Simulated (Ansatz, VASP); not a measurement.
Two plane-wave programs on PbS

```xyz
2
Lattice="0.0000 2.8761 2.9650 2.8761 0.0000 2.9650 2.8761 2.8761 0.0000" Properties=species:S:1:pos:R:3 pbc="T T T"
Pb    0.0000    0.0000    0.0000
S     2.8761    2.8761    2.9650
```

Change from the starting cell: strain -0.0300 x Voigt [1, 1, 0, 0, 0, 0], atoms carried along.

Alike in both runs: task single point; functional r2SCAN; k mesh 8 × 8 × 8; occupations gaussian, width 0.05 eV; no spin polarisation.

|  | VASP | Ansatz |
| --- | --- | --- |
| version | VASP 6.6.1 | Ansatz 0.2.0 |
| potentials or method | VASP PAW PBE potentials, release 64 (Pb_d, S), cutoff 520 eV | scalar-relativistic, plane waves, PAW |
| valence electrons in the cell | 20 | 20 |

|  | VASP | Ansatz | Ansatz less VASP |
| --- | --- | --- | --- |
| gap on the k mesh at the Fermi level (eV) | 0.33 | 0.32 | -0.012 |
| least direct gap on the mesh (eV) | 0.33 | 0.32 | -0.012 |
| pressure (GPa) | 5.9 | 5.9 | +0.01 |
| traceless stress, the component that is largest in VASP (GPa) | -3.44 | -3.42 | +0.013 |

VASP's potentials were made for PBE, not for r2SCAN. The functional is the same, so the differences come from potentials, cutoffs and numerics.

Neither program's run includes spin-orbit coupling.
